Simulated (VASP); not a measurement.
# Te (R-3m) in VASP: a series of runs

Runs on Te. Level: PBE. Tasks: single point, relaxation of cell and atoms.

Program: VASP 6.6.1. These are calculated values, not measurements. Logs are shortened: lines on timing, memory, paths and dates and some standing lists are left out, and cuts for length are marked.

## (1) The cell of the first run

The structure is trigonal, space group R-3m (No. 166). The conventional cell has a = 4.466 Å, b = 4.466 Å, c = 5.217 Å, α = 90.00°, β = 90.00°, γ = 120.00°. Te (site symmetry -3m) has 6 Te at 3.11 Å within 4.1 Å.

## (2) Single point, PBE (strained)

The input, INCAR:

```
ALGO     = Normal         # electronic algorithm
EDIFF    = 1E-7           # SCF threshold, eV
ENCUT    = 520            # plane-wave cutoff, eV
GGA      = PE             # functional
ISIF     = 2              # what is computed and relaxed
ISMEAR   = 0              # smearing method
LASPH    = True           # aspherical terms in the spheres
LCHARG   = True           # write CHGCAR
LELF     = True           # ELF
LREAL    = False          # projectors in reciprocal space
LVHAR    = True         
LWAVE    = False          # write WAVECAR
NBANDS   = 9              # bands
NELM     = 80             # most SCF steps
PREC     = Accurate       # precision mode
SIGMA    = 0.1            # smearing width, eV
```

The input, KPOINTS:

```
k-points
0
Gamma
  15 15 15
```

The input, POSCAR:

```
Te
1.0
    2.2328532931      1.2891384499      1.7388415128
   -2.2328532931      1.2891384499      1.7388415128
    0.0000000000     -2.5782768996      1.7388415128
Te
1
Direct
    0.5000000000      0.5000000000      0.5000000000
```

Potentials or basis: VASP PAW PBE potentials, release 64 (Te).

On the command line:

```sh
$ cat potpaw_PBE.64/Te/POTCAR > POTCAR
$ mpirun -np 1 vasp_std > vasp.out
```

OUTCAR:

```text
EDIFF = 1E-7
   ENCUT = 520
   GGA = PE
   ISIF = 2
   ISMEAR = 0
   LASPH = True
   LREAL = False
   NELM = 80
   PREC = Accurate

 ion  position               nearest neighbor table
   1  0.500  0.500  0.500-

  LATTYP: Found a trigonal (rhomboedric) cell.
 ALAT       =     3.1098362623
 COS(alpha) =    -0.0310395561

  Lattice vectors:

 A1 = (   2.2328532931,   1.2891384499,   1.7388415128)
 A2 = (  -2.2328532931,   1.2891384499,   1.7388415128)
 A3 = (   0.0000000000,  -2.5782768996,   1.7388415128)

Analysis of symmetry for initial positions (statically):
=====================================================================
 Subroutine PRICEL returns:
 Original cell was already a primitive cell.

 Routine SETGRP: Setting up the symmetry group for a
 trigonal (rhombohedral) supercell.

 Subroutine GETGRP returns: Found 12 space group operations
 (whereof 12 operations were pure point group operations)
 out of a pool of 12 trial point group operations.

The static configuration has the point symmetry D_3d.

Analysis of symmetry for dynamics (positions and initial velocities):
=====================================================================
 Subroutine PRICEL returns:
 Original cell was already a primitive cell.

 Routine SETGRP: Setting up the symmetry group for a
 trigonal (rhombohedral) supercell.

 Subroutine GETGRP returns: Found 12 space group operations
 (whereof 12 operations were pure point group operations)
 out of a pool of 12 trial point group operations.

The dynamic configuration has the point symmetry D_3d.

 Subroutine INISYM returns: Found 12 space group operations
 (whereof 12 operations are pure point group operations),
 and found     1 'primitive' translations

----------------------------------------------------------------------------------------

                                     Primitive cell

  volume of cell :      30.0311

  direct lattice vectors                    reciprocal lattice vectors
     2.232853293  1.289138450  1.738841513     0.223928729  0.129285312  0.191698514
    -2.232853293  1.289138450  1.738841513    -0.223928729  0.129285312  0.191698514
     0.000000000 -2.578276900  1.738841513     0.000000000 -0.258570624  0.191698514

  length of vectors
     3.109836262  3.109836262  3.109836262     0.321880549  0.321880549  0.321880549

  position of ions in fractional coordinates (direct lattice)
     0.500000000  0.500000000  0.500000000

  ion indices of the primitive-cell ions
   primitive index   ion index
                 1           1

----------------------------------------------------------------------------------------

 KPOINTS: k-points

Automatic generation of k-mesh.
 Grid dimensions read from file:
 generate k-points for:   15   15   15

 Generating k-lattice:

  Cartesian coordinates                     Fractional coordinates (reciprocal lattice)
     0.014928582  0.008619021  0.012779901     0.066666667  0.000000000  0.000000000
    -0.014928582  0.008619021  0.012779901     0.000000000  0.066666667  0.000000000
     0.000000000 -0.017238042  0.012779901    -0.000000000 -0.000000000  0.066666667

  Length of vectors
     0.021458703  0.021458703  0.021458703

  Shift w.r.t. Gamma in fractional coordinates (k-lattice)
     0.000000000  0.000000000  0.000000000

 Subroutine IBZKPT returns following result:
 ===========================================

 Found    344 irreducible k-points:

 Following reciprocal coordinates:
            Coordinates               Weight
  0.000000  0.000000  0.000000      1.000000
  0.066667  0.000000  0.000000      6.000000
  0.133333  0.000000  0.000000      6.000000
  0.200000  0.000000  0.000000      6.000000
  0.266667  0.000000  0.000000      6.000000
  0.333333 -0.000000  0.000000      6.000000
[... 16 lines left out ...]
  0.133333  0.133333  0.000000      6.000000
  0.200000  0.133333  0.000000     12.000000
 [... further k-points ...]
   k-points           NKPTS =    344   k-points in BZ     NKDIM =    344   number of bands    NBANDS=      9
   number of dos      NEDOS =    301   number of ions     NIONS =      1
   total plane-waves  NPLWV =  13824
   dimension x,y,z NGX =    24 NGY =   24 NGZ =   24
   dimension x,y,z NGXF=    48 NGYF=   48 NGZF=   48
   ions per type =               1
   NGX,Y,Z   is equivalent  to a cutoff of  12.83, 12.83, 12.83 a.u.
   NGXF,Y,Z  is equivalent  to a cutoff of  25.66, 25.66, 25.66 a.u.
 SYSTEM =  unknown system
   PREC   = accura    normal or accurate (medium, high low for compatibility)
   ISTART =      0    job   : 0-new  1-cont  2-samecut
   ICHARG =      2    charge: 1-file 2-atom 10-const
   ISPIN  =      1    spin polarized calculation?
   LNONCOLLINEAR =      F non collinear calculations
   LSORBIT =      F    spin-orbit coupling
   LASPH  =      T    aspherical Exc in radial PAW
   ENCUT  =  520.0 eV  38.22 Ry    6.18 a.u.   5.78  5.78  5.78*2*pi/ulx,y,z
   NELM   =     80;   NELMIN=  2; NELMDL= -5     # of ELM steps
   EDIFF  = 0.1E-06   stopping-criterion for ELM
   LREAL  =      F    real-space projection
   EDIFFG = 0.1E-05   stopping-criterion for IOM
   NSW    =      0    number of steps for IOM
   IBRION =     -1    ionic relax: 0-MD 1-quasi-New 2-CG
   NFREE  =      0    steps in history (QN), initial steepest desc. (CG)
   ISIF   =      2    stress and relaxation
   ISYM   =      2    0-nonsym 1-usesym 2-fastsym
   POTIM  = 0.5000    time-step for ionic-motion
   TEBEG  =    0.0;   TEEND  =   0.0 temperature during run
   PSTRESS=    0.0 pullay stress
   NELECT =       6.0000    total number of electrons
   NUPDOWN=      -1.0000    fix difference up-down
   EMIN   =  10.00;   EMAX   =-10.00  energy-range for DOS
   EFERMI =   0.00;   METHOD = LEGACY
   ISMEAR =     0;   SIGMA  =   0.10  broadening in eV -4-tet -1-fermi 0-gaus
   EFERMI_NEDOS =   21; number of points for ismear=-14 and -15
   IALGO  =     38    algorithm
   IMIX   =      4    mixing-type and parameters
     AMIX     =   0.40;   BMIX     =  1.00
     AMIX_MAG =   1.60;   BMIX_MAG =  1.00
  volume/ion in A,a.u.               =      30.03       202.66
  Fermi-wavevector in a.u.,A,eV,Ry     =   0.957051  1.808563 12.462201  0.915946
  Thomas-Fermi vector in A             =   2.086034
   LORBIT       =      0    0 simple, 1 ext, 2 COOP (PROOUT), +10 PAW based schemes
   GGA     = PE    functional components
   LHFCALC =     F    Hartree Fock is set to
   AEXX    =    0.0000 exact exchange contribution
   IVDW    =     0    specifies the selected vdW correction
   LEPSILON=     F    determine dielectric tensor
   LRPA    =     F    only Hartree local field effects (RPA)
 non-spin polarized calculation
 Gauss-broadening in eV      SIGMA  =   0.10
  energy-cutoff  :      520.00
  volume of cell :       30.03
 maximum number of plane-waves:       820
   NGX = 11   NGY = 11   NGZ = 11

 number of electron       5.9999999 magnetization

 Free energy of the ion-electron system (eV)
  ---------------------------------------------------
  ext. energy  EPLUGINS =         0.00000000
  ---------------------------------------------------
  free energy    TOTEN  =        -3.06766470 eV

  energy without entropy =       -3.06553150  energy(sigma->0) =       -3.06659810

 E-fermi :   7.5921     XC(G=0):  -9.6564

 val. band max:        7.5705906551   @ k =  -0.4000   0.2667   0.2000
 cond. band min:       7.5969979799   @ k =  -0.3333   0.3333   0.2000
 fundamental gap:      0.0264073248
 Fermi energy:         7.5920841413

 k-point     1 :       0.0000    0.0000    0.0000
  band No.  band energies     occupation
      1      -6.6921      2.00000
      2       8.7398      0.00000
      3       8.9605      0.00000
      4       8.9605      0.00000
      5      13.5443      0.00000
      6      13.5443      0.00000
      7      14.4449      0.00000
      8      25.4499      0.00000
      9      25.5192      0.00000

 k-point     2 :       0.0667    0.0000    0.0000
  band No.  band energies     occupation
      1      -6.6338      2.00000
      2       8.1709      0.00000
      3       8.8792      0.00000
      4       9.0133      0.00000
      5      13.5962      0.00000
      6      13.9687      0.00000
      7      14.8892      0.00000
      8      24.1599      0.00000
      9      24.1661      0.00000

 k-point     3 :       0.1333    0.0000    0.0000
  band No.  band energies     occupation
      1      -6.4612      2.00000
      2       6.7602      2.00000
      3       9.0231      0.00000
      4       9.1678      0.00000
      5      13.7503      0.00000
      6      14.3155      0.00000
      7      16.4520      0.00000
      8      22.7579      0.00000
      9      22.7760      0.00000

 k-point     4 :       0.2000    0.0000    0.0000
  band No.  band energies     occupation
      1      -6.1826      2.00000
      2       5.2332      2.00000
      3       9.2632      0.00000
      4       9.4102      0.00000
      5      14.0015      0.00000
      6      14.6456      0.00000
      7      18.4088      0.00000
      8      21.4717      0.00000
      9      21.4835      0.00000
[... 205 lines left out ...]
 k-point    22 :      -0.0667    0.0667    0.0000
  band No.  band energies     occupation
      1      -6.5783      2.00000
      2       8.1623      0.00000
      3       8.3672      0.00000
      4       9.0022      0.00000
      5      13.8077      0.00000
      6      14.3898      0.00000
      7      15.0812      0.00000
      8      22.7661      0.00000
      9      24.2161      0.00000

 k-point    23 :       0.1333    0.1333    0.0000
  band No.  band energies     occupation
      1      -6.2193      2.00000
      2       6.8782      2.00000
      3       6.9317      2.00000
      4       9.3085      0.00000
      5      14.2480      0.00000
      6      16.4772      0.00000
      7      16.8848      0.00000
      8      21.1192      0.00000
      9      22.9587      0.00000

 k-point    24 :       0.2000    0.1333    0.0000
  band No.  band energies     occupation
      1      -5.9357      2.00000
      2       5.3803      2.00000
      3       7.1336      2.00000
      4       9.5516      0.00000
      5      14.5350      0.00000
      6      16.8628      0.00000
      7      18.3876      0.00000
      8      20.0831      0.00000
      9      21.6859      0.00000

 [... further k-points ...]
[... 5 lines left out ...]
  --------------------------------------------------------------------------------------
  -------------------------------------------------------------------------------------
  Total        0.9821228      0.9821228      0.9375839      0.0000000      0.0000000      0.0000000
  in kB       52.3968712     52.3968712     50.0206944      0.0000000      0.0000000      0.0000000
  external PRESSURE =      51.6048123 kB  Pullay stress =       0.0000000 kB

 VOLUME and BASIS-vectors are now :
 -----------------------------------------------------------------------------
  energy-cutoff  :      520.00
  volume of cell :       30.03
      direct lattice vectors                 reciprocal lattice vectors
     2.232853293  1.289138450  1.738841513     0.223928729  0.129285312  0.191698514
    -2.232853293  1.289138450  1.738841513    -0.223928729  0.129285312  0.191698514
     0.000000000 -2.578276900  1.738841513     0.000000000 -0.258570624  0.191698514

 POSITION                                       TOTAL-FORCE (eV/Angst)
 -----------------------------------------------------------------------------------
      0.00000      0.00000      2.60826         0.000000      0.000000     -0.000000
 -----------------------------------------------------------------------------------
    total drift:                                0.000000      0.000000     -0.000000

  FREE ENERGIE OF THE ION-ELECTRON SYSTEM (eV)
  ---------------------------------------------------
  free  energy   TOTEN  =        -3.0676646965 eV

  energy  without entropy=       -3.0655314966  energy(sigma->0) =       -3.06659810
```

Wall time 59 s (1 thread of Intel Xeon 8259CL, shared host); peak memory 0.21 GiB.

What came out:

| Item | Value |
| --- | --- |
| Free energy | -3.0677 eV |
| Pressure | 5.2 GPa |
| Band gap on the k mesh | zero (bands 3 and 4 overlap by 5.71 eV) |

Levels at points of the mesh, in eV from the Fermi level:
| k point | band 1 | band 2 | band 3 | band 4 | band 5 | band 6 | band 7 | band 8 |
| --- | --- | --- | --- | --- | --- | --- | --- | --- |
| (0.00, 0.00, 0.00) | -14.28 | 1.15 | 1.37 | 1.37 | 5.95 | 5.95 | 6.85 | 17.86 |

Caveat: the cell differs from its parent crystal (strained); the cell stands under pressure; spin-orbit coupling is left out, which moves the levels of the heavy elements.

## (3) Relaxation of cell and atoms, PBE

This run uses another cell than the first one: it holds 8 atoms, not 1.

The input, INCAR:

```
SYSTEM = Te
ALGO     = Normal         ! electronic algorithm
EDIFF    = 1E-6           ! SCF threshold, eV
EDIFFG   = -0.015         ! ionic threshold
ENCUT    = 600            ! plane-wave cutoff, eV
GGA      = PE             ! functional
IBRION   = 2              ! ionic algorithm
ISIF     = 3              ! what is computed and relaxed
ISMEAR   = 0              ! smearing method
LASPH    = .True.         ! aspherical terms in the spheres
LCHARG   = .False.        ! write CHGCAR
LREAL    = .False.        ! projectors in reciprocal space
LWAVE    = .False.        ! write WAVECAR
NELM     = 80             ! most SCF steps
NSW      = 80             ! ionic steps
PREC     = Accurate       ! precision mode
SIGMA    = 0.1            ! smearing width, eV
```

The input, KPOINTS:

```
k-points
0
Gamma
  6 6 6
  0 0 0
```

The input, POSCAR:

```
Te
1.0
    0.0000000000      5.2536017405     -3.6488806776
    4.5497525686     -2.6268008703     -3.6488806776
   -4.5497525686     -2.6268008703     -3.6488806776
Te
8
Direct
    0.2500000000      0.2500000000      0.2500000000
    0.7500000000      0.2500000000      0.2500000000
    0.2500000000      0.7500000000      0.2500000000
    0.7500000000      0.7500000000      0.2500000000
    0.2500000000      0.2500000000      0.7500000000
    0.7500000000      0.2500000000      0.7500000000
    0.2500000000      0.7500000000      0.7500000000
    0.7500000000      0.7500000000      0.7500000000
```

Potentials or basis: VASP PAW PBE potentials, release 64 (Te).

On the command line:

```sh
$ cat potpaw_PBE.64/Te/POTCAR > POTCAR
$ mpirun -np 1 vasp_std > vasp.out
```

OUTCAR:

```text
SYSTEM = Te
   EDIFF = 1E-6
   EDIFFG = -0.015
   ENCUT = 600
   GGA = PE
   IBRION = 2
   ISIF = 3
   ISMEAR = 0
   LASPH = .True.
   LREAL = .False.
   NELM = 80
   NSW = 80
   PREC = Accurate

 ion  position               nearest neighbor table
   1  0.250  0.250  0.250-   3 3.20   5 3.20   5 3.20   3 3.20   2 3.20   2 3.20
   2  0.750  0.250  0.250-   4 3.20   6 3.20   6 3.20   4 3.20   1 3.20   1 3.20
   3  0.250  0.750  0.250-   1 3.20   7 3.20   7 3.20   1 3.20   4 3.20   4 3.20
   4  0.750  0.750  0.250-   2 3.20   8 3.20   8 3.20   2 3.20   3 3.20   3 3.20
   5  0.250  0.250  0.750-   1 3.20   7 3.20   1 3.20   7 3.20   6 3.20   6 3.20
   6  0.750  0.250  0.750-   2 3.20   8 3.20   2 3.20   8 3.20   5 3.20   5 3.20
   7  0.250  0.750  0.750-   3 3.20   5 3.20   3 3.20   5 3.20   8 3.20   8 3.20
   8  0.750  0.750  0.750-   4 3.20   6 3.20   4 3.20   6 3.20   7 3.20   7 3.20
[... 7 lines left out ...]
 A1 = (   0.0000000000,   5.2536017405,  -3.6488806776)
 A2 = (   4.5497525686,  -2.6268008703,  -3.6488806776)
 A3 = (  -4.5497525686,  -2.6268008703,  -3.6488806776)
[... 376 lines left out ...]

 val. band max:        6.4258741169   @ k =  -0.3333   0.1667   0.1667
 cond. band min:       6.4654327821   @ k =   0.3333   0.1667   0.1667
 fundamental gap:      0.0395586652
 Fermi energy:         6.4519790034

 k-point     1 :       0.0000    0.0000    0.0000
  band No.  band energies     occupation
      1      -7.1845      2.00000
      2      -5.4827      2.00000
      3      -5.4827      2.00000
      4      -5.4827      2.00000
      5      -3.7446      2.00000
      6      -3.7446      2.00000
[... 757 lines left out ...]
     28       7.0184      0.00000
     29       7.5625      0.00000

 [... further k-points ...]

------------------------ aborting loop because EDIFF is reached ----------------------------------------

  FORCE on cell =-STRESS in cart. coord.  units (eV):
  Direction    XX          YY          ZZ          XY          YZ          ZX
  --------------------------------------------------------------------------------------
  -------------------------------------------------------------------------------------
  Total        0.0265017      0.0265017     -0.0919613      0.0000000     -0.0000000     -0.0000000
  in kB        0.1616820      0.1616820     -0.5610389      0.0000000     -0.0000000     -0.0000000
  external PRESSURE =      -0.0792249 kB  Pullay stress =       0.0000000 kB
[... 23 lines left out ...]
  FREE ENERGIE OF THE ION-ELECTRON SYSTEM (eV)
  ---------------------------------------------------
  free  energy   TOTEN  =       -24.7348879991 eV

  energy  without entropy=      -24.7094427290  energy(sigma->0) =      -24.72216536

 reached required accuracy - stopping structural energy minimisation
```

CONTCAR:

```text
Te
   1.00000000000000
     0.0000000000000001    5.2693964324936529   -3.6403986539228508
     4.5634311731108594   -2.6346982162968593   -3.6403986539226820
    -4.5634311731108594   -2.6346982162968593   -3.6403986539226811
  Te
     8
Direct
     0.2500000000000000    0.2500000000000000    0.2500000000000000
     0.7500000000000000    0.2500000000000000    0.2500000000000000
     0.2500000000000000    0.7500000000000000    0.2500000000000000
     0.7500000000000000    0.7500000000000000    0.2500000000000000
     0.2500000000000000    0.2500000000000000    0.7500000000000000
     0.7500000000000000    0.2500000000000000    0.7500000000000000
     0.2500000000000000    0.7500000000000000    0.7500000000000000
     0.7500000000000000    0.7500000000000000    0.7500000000000000

  0.00000000E+00  0.00000000E+00  0.00000000E+00
  0.00000000E+00  0.00000000E+00  0.00000000E+00
  0.00000000E+00  0.00000000E+00  0.00000000E+00
  0.00000000E+00  0.00000000E+00  0.00000000E+00
  0.00000000E+00  0.00000000E+00  0.00000000E+00
  0.00000000E+00  0.00000000E+00  0.00000000E+00
  0.00000000E+00  0.00000000E+00  0.00000000E+00
  0.00000000E+00  0.00000000E+00  0.00000000E+00
```

It took 22 min on 1 thread of Oxide Virtual Turin-like, shared host; peak memory 0.51 GiB.

Results:

* Free energy: -24.7349 eV
* Relaxed volume: 32.83 Å³/atom
* Relaxed cell: a = 6.405 Å, b = 6.405 Å, c = 6.405 Å, α = 90.88°, β = 90.88°, γ = 90.88°
* Space group after relaxing (to 0.1 Å): Pm-3m (No. 221)
* Energy gained by relaxing: 0.1 meV/atom
* Ionic steps: 5
* Pressure after relaxing: 0.0 GPa

Step by step:
```
step  energy change (eV)  largest force (eV/Å)  pressure (GPa)  volume (Å³)
   1              0.0000                0.0000            0.19       261.65
   2             -0.0006                0.0000           -0.10       263.14
   3             -0.0007                0.0000           -0.01       262.69
   4             -0.0008                0.0000           -0.01       262.67
   5             -0.0011                0.0000           -0.01       262.62
```

Final structure:
```
Te
1.0
     0.00000    5.26940   -3.64040
     4.56343   -2.63470   -3.64040
    -4.56343   -2.63470   -3.64040
Te
8
Cartesian
  0.0000 0.0000 -2.7303
  0.0000 2.6347 -4.5505
  2.2817 -1.3173 -4.5505
  2.2817 1.3173 -6.3707
  -2.2817 -1.3173 -4.5505
  -2.2817 1.3173 -6.3707
  0.0000 -2.6347 -6.3707
  0.0000 0.0000 -8.1909
```

Levels at points of the mesh, in eV from the Fermi level:
| k point | band 21 | band 22 | band 23 | band 24 | band 25 | band 26 | band 27 | band 28 |
| --- | --- | --- | --- | --- | --- | --- | --- | --- |
| (0.00, 0.00, 0.00) | 1.05 | 1.15 | 1.15 | 2.14 | 2.14 | 2.14 | 2.43 | 2.43 |
| (0.50, 0.00, 0.00) | -1.59 | -1.59 | -0.11 | -0.11 | 1.67 | 1.67 | 1.74 | 1.74 |
| (0.50, 0.50, 0.00) | -1.17 | -1.17 | -1.09 | -1.09 | -0.83 | -0.83 | -0.74 | -0.74 |
| (0.50, 0.50, 0.50) | -1.90 | -1.90 | -1.90 | -1.90 | -1.76 | -1.76 | -1.63 | -1.63 |

Caveat: the highest band is partly filled, so the run has too few bands; spin-orbit coupling is left out, which moves the levels of the heavy elements.
